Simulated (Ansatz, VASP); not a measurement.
**One calculation of CdSe, two programs**

INCAR

```
PREC     = Accurate       # precision mode
ENCUT    = 520            # plane-wave cutoff, eV
EDIFF    = 1E-6           # SCF threshold, eV
ISMEAR   = -1             # smearing method
SIGMA    = 0.05           # smearing width, eV
LREAL    = False          # projectors in reciprocal space
LASPH    = True           # aspherical terms in the spheres
NELM     = 80             # most SCF steps
ALGO     = Normal         # electronic algorithm
ISIF     = 2              # what is computed and relaxed
LWAVE    = False          # write WAVECAR
LCHARG   = True           # write CHGCAR
GGA      = CA             # functional
LELF     = True           # ELF
LVHAR    = True         
NBANDS   = 16             # bands
```

Contents of KPOINTS:

```
Automatic mesh
0
Gamma
  12 12 12
```

POSCAR

```
CdSe
1.0
    0.0000000000      2.6655694574      2.6655694574
    2.6655694574      0.0000000000      2.6655694574
    2.6655694574      2.6655694574      0.0000000000
Cd Se
1 1
Direct
    0.0000000000      0.0000000000      0.0000000000
    0.5000000000      0.5000000000      0.5000000000
```

Input for Ansatz:

```yaml
crystal:
  lattice:
    - [0.0, 2.6655694574, 2.6655694574]
    - [2.6655694574, 0.0, 2.6655694574]
    - [2.6655694574, 2.6655694574, 0.0]
  atoms:
    - { symbol: Cd, position: [0.0, 0.0, 0.0] }
    - { symbol: Se, position: [0.5, 0.5, 0.5] }
kpoints:
  mp_grid: { grid: [12, 12, 12] }
scf:
  occupations: { method: fermi_dirac, width: 0.05 }
hamiltonian:
  xc: lda
  pseudopotentials: { kind: paw }
output:
  forces: true
  stress: true
  eigenvalues: true
  populations: true
  write_density: true
  write_potential: true
  elf: true
  volumetric_format: npy
```

Change from the starting cell: volume scaled by 0.88, PAW files.

Alike in both runs: task single point; functional LDA; k mesh 12 × 12 × 12; occupations fermi-dirac, width 0.05 eV; no spin polarisation.

|  | VASP | Ansatz |
| --- | --- | --- |
| version | VASP 6.6.1 | Ansatz 0.2.0 |
| potentials or method | VASP PAW LDA potentials, release 64 (Cd, Se) | PAW with Ansatz's default frozen-core files, scalar-relativistic |
| plane-wave cutoff (eV) | 520 | 420 |
| valence electrons in the cell | 18 | 36 |

|  | VASP | Ansatz | Ansatz less VASP |
| --- | --- | --- | --- |
| pressure (GPa) | 14.9 | 13.7 | -1.22 |

LDA's correlation is that of Perdew and Zunger in VASP and of Perdew and Wang (1992) in Ansatz. VASP's potentials hold 18 valence electrons a cell and Ansatz's 36, so a difference there can come from the potentials and not from the codes.
